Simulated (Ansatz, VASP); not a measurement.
One calculation of Ti2Cl, two programs

Contents of INCAR:

```
SYSTEM = Ti2Cl
  ALGO = Normal
  EDIFF = 1E-6
  EDIFFG = -0.01
  ENCUT = 600
  GGA = PE
  IBRION = 2
  ISIF = 3
  ISMEAR = 0
  LASPH = .TRUE.
  LCHARG = .FALSE.
  LREAL = .FALSE.
  LWAVE = .FALSE.
  NELM = 80
  NSW = 100
  PREC = Accurate
  SIGMA = 0.1
```

Contents of KPOINTS:

```
k-points
0
G
  12 12 4
  0 0 0
```

The input POSCAR:

```
Ti2Cl
1.0
    3.1334848417      0.0000000000      0.0000000000
   -1.5667424208      2.7136774753      0.0000000000
    0.0000000000      0.0000000000     11.6213974588
Ti Cl
4 2
Direct
    0.3333333333      0.6666666667      0.4107271824
    0.3333333333      0.6666666667      0.0892728176
    0.6666666667      0.3333333333      0.9107271824
    0.6666666667      0.3333333333      0.5892728176
    0.0000000000      0.0000000000      0.2500000000
    0.0000000000      0.0000000000      0.7500000000
```

Input for Ansatz:

```yaml
crystal:
  lattice:
    - [3.1334848417, 0.0, 0.0]
    - [-1.5667424208, 2.7136774753, 0.0]
    - [0.0, 0.0, 11.6213974588]
  atoms:
    - { symbol: Ti, position: [0.3333333333, 0.6666666667, 0.4107271824] }
    - { symbol: Ti, position: [0.3333333333, 0.6666666667, 0.0892728176] }
    - { symbol: Ti, position: [0.6666666667, 0.3333333333, 0.9107271824] }
    - { symbol: Ti, position: [0.6666666667, 0.3333333333, 0.5892728176] }
    - { symbol: Cl, position: [0.0, 0.0, 0.25] }
    - { symbol: Cl, position: [0.0, 0.0, 0.75] }
basis:
  ecutwfc: 420
kpoints:
  mp_grid: { grid: [12, 12, 4] }
hamiltonian:
  xc: pbe
scf:
  occupations: { method: gaussian, width: 0.1 }
output:
  forces: true
  stress: true
  eigenvalues: true
relax:
  adjacent_minimum: "off"
  f_tol: 0.01
  max_steps: 80
  cell: { stress_tol: 0.05 }
```

Alike in both runs: task relaxation of cell and atoms; functional PBE; k mesh 12 × 12 × 4; occupations gaussian, width 0.1 eV; no spin polarisation.

|  | VASP | Ansatz |
| --- | --- | --- |
| version | VASP 6.6.1 | Ansatz 0.2.0 |
| potentials or method | VASP PAW PBE potentials, release 64 (Ti_sv, Cl), cutoff 600 eV | scalar-relativistic, plane waves, PAW |
| valence electrons in the cell | 62 | 62 |

```tsv
	VASP	Ansatz	Ansatz less VASP
gap on the k mesh at the Fermi level, each at its own relaxed structure (eV)	none	none	-
relaxed volume (Å³/atom)	16.70	16.66	-0.031
relaxed cell length with the largest relative difference (Å)	11.632	11.617	-0.0157
```

A gap of «none» marks a metal or a gap that the smearing closes.
